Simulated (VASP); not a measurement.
LiZn3F2:

```
Li Zn F
1.0
     3.04921    1.76046    2.48967
    -3.04921    1.76046    2.48967
     0.00000   -3.52092    2.48967
Li Zn F
1 3 2
Direct
  0.00000 0.00000 0.00000
  0.50000 0.50000 0.00000
  0.50000 0.00000 0.50000
  0.00000 0.50000 0.50000
  0.75000 0.75000 0.75000
  0.25000 0.25000 0.25000
```

```yaml
Program: VASP 6.6.1
Task: relaxation of cell and atoms
Functional: PBE
Potentials_or_basis: VASP PAW PBE potentials, release 64 (Li_sv, Zn, F)
Cutoff: 600 eV
k_mesh: 4 × 4 × 4
Occupations: gaussian, width 0.1 eV
Spin: no spin polarisation
```

At the start: pressure 25.9 GPa; volume 13.36 Å³/atom.

Problem. Where does the relaxation end?

Solution. Over 17 steps the energy falls by 495.3 meV/atom and the volume is 18.26 Å³/atom (+36.6 %); space group R-3m (No. 166, to 0.1 Å) before and after.

Step by step:
| step | energy change (eV) | largest force (eV/Å) | pressure (GPa) | volume (Å³) |
| --- | --- | --- | --- | --- |
| 1 | 0.0000 | 3.0213 | 25.89 | 80.19 |
| 2 | -2.7851 | 0.6670 | 1.45 | 107.59 |
| 3 | -2.8687 | 0.4363 | -0.12 | 112.45 |
| 4 | -2.8375 | 0.0198 | -2.60 | 122.53 |
| 5 | -2.8860 | 0.2739 | -1.16 | 116.17 |
| 6 | -2.8854 | 0.3099 | -0.85 | 115.37 |
| 7 | -2.9220 | 0.0329 | -0.23 | 113.39 |
| 8 | -2.9252 | 0.1727 | 0.03 | 112.71 |
| 9 | -2.9252 | 0.1912 | 0.11 | 112.62 |
| 10 | -2.9303 | 0.1794 | 0.06 | 112.64 |
| 11 | -2.9433 | 0.1474 | -0.11 | 112.66 |
| 12 | -2.9591 | 0.1028 | -0.41 | 112.62 |
| 13 | -2.9564 | 0.0741 | -1.32 | 112.16 |
| 14 | -2.9628 | 0.1226 | -0.63 | 112.51 |
| 15 | -2.9697 | 0.0451 | -0.37 | 111.05 |
| 16 | -2.9716 | 0.0448 | 0.12 | 109.25 |
| 17 | -2.9718 | 0.0281 | 0.07 | 109.57 |

Final structure:
```cif
data_structure
_symmetry_space_group_name_H-M 'P 1'
_symmetry_Int_Tables_number 1
_cell_length_a 4.8529
_cell_length_b 4.8529
_cell_length_c 4.8529
_cell_angle_alpha 98.989
_cell_angle_beta 98.989
_cell_angle_gamma 98.989
_cell_volume 109.57
loop_
_atom_site_label
_atom_site_type_symbol
_atom_site_fract_x
_atom_site_fract_y
_atom_site_fract_z
_atom_site_occupancy
Li1 Li 0.00000 0.00000 0.00000 1
Zn1 Zn 0.50000 0.50000 0.00000 1
Zn2 Zn 0.50000 0.00000 0.50000 1
Zn3 Zn 0.00000 0.50000 0.50000 1
F1 F 0.75498 0.75498 0.75498 1
F2 F 0.24502 0.24502 0.24502 1
```

Caveat: the k points lie up to 0.33 Å⁻¹ apart in the final cell, too coarse for converged energies and pressures of a metal; the cutoff is under 1.25 times the usual one of these potentials, so pressure, stress and relaxed cells hold a basis-set (Pulay) error; the volume moved by over 15 % at a fixed basis, so the end points are rough; an odd number of electrons without spin polarisation forces a metal; a magnetic or distorted state may lie lower.
